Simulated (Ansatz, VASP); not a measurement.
**One calculation of Te2Mo, two programs**

```
CELL_PARAMETERS angstrom
3.54213 0.00000 0.00000
-1.77107 3.06758 0.00000
0.00000 0.00000 13.60961
ATOMIC_POSITIONS crystal
Mo 0.33333 0.66667 0.25000
Mo 0.66667 0.33333 0.75000
Te 0.66667 0.33333 0.38111
Te 0.66667 0.33333 0.11889
Te 0.33333 0.66667 0.88111
Te 0.33333 0.66667 0.61889
```

Change from the starting cell: uniaxial_z strain -4.0%.

Alike in both runs: task single point; functional PBE; k mesh 12 × 12 × 2; occupations fermi-dirac, width 0.02 eV; no spin polarisation.

|  | VASP | Ansatz |
| --- | --- | --- |
| version | VASP 6.6.1 | Ansatz 0.2.0 |
| potentials or method | VASP PAW PBE potentials, release 64 (Mo_sv, Te) | plane waves, PAW |
| plane-wave cutoff (eV) | 520 | 420 |
| valence electrons in the cell | 52 | 92 |

```csv
,VASP,Ansatz,Ansatz less VASP
pressure (GPa),3.2,3.2,-0.01
"traceless stress, the component that is largest in VASP (GPa)",2.00,1.94,-0.059
rms of the force components (eV/Å),0.118,0.111,-0.0072
```

Atom by atom the forces differ by 0.007 eV/Å (rms over components). VASP's potentials hold 52 valence electrons a cell and Ansatz's 92, so a difference there can come from the potentials and not from the codes.

Spin-orbit coupling is off throughout.
